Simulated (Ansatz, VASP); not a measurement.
**Two plane-wave programs on SbSe4**

```
Sb Se
1.0
     5.06044    0.00000    0.00000
     0.00000    5.06044    0.00000
     0.00000    0.00000    5.06044
Sb Se
1 4
Direct
  0.00000 0.00000 0.00000
  0.00000 0.50000 0.50000
  0.50000 0.00000 0.50000
  0.50000 0.50000 0.50000
  0.50000 0.50000 0.00000
```

Alike in both runs: functional PBE; k mesh 8 × 8 × 8; occupations gaussian, width 0.1 eV; no spin polarisation.

Ansatz relaxed the structure, and its values are those at the end. VASP's run is a single point on that final structure, the one shown.

|  | VASP | Ansatz |
| --- | --- | --- |
| version | VASP 6.6.1 | Ansatz 0.2.0 |
| potentials or method | VASP PAW PBE potentials, release 64 (Sb, Se), cutoff 520 eV | scalar-relativistic, plane waves, PAW |
| valence electrons in the cell | 29 | 79 |

```csv
,VASP,Ansatz,Ansatz less VASP
gap on the k mesh at the Fermi level (eV),none,none,-
pressure (GPa),0.0,0.0,-0.02
```

A gap of «none» marks a metal or a gap that the smearing closes. The functional is the same, so the differences come from potentials, cutoffs and numerics. VASP's potentials hold 29 valence electrons a cell and Ansatz's 79, so a difference there can come from the potentials and not from the codes.

Neither program's run includes spin-orbit coupling.
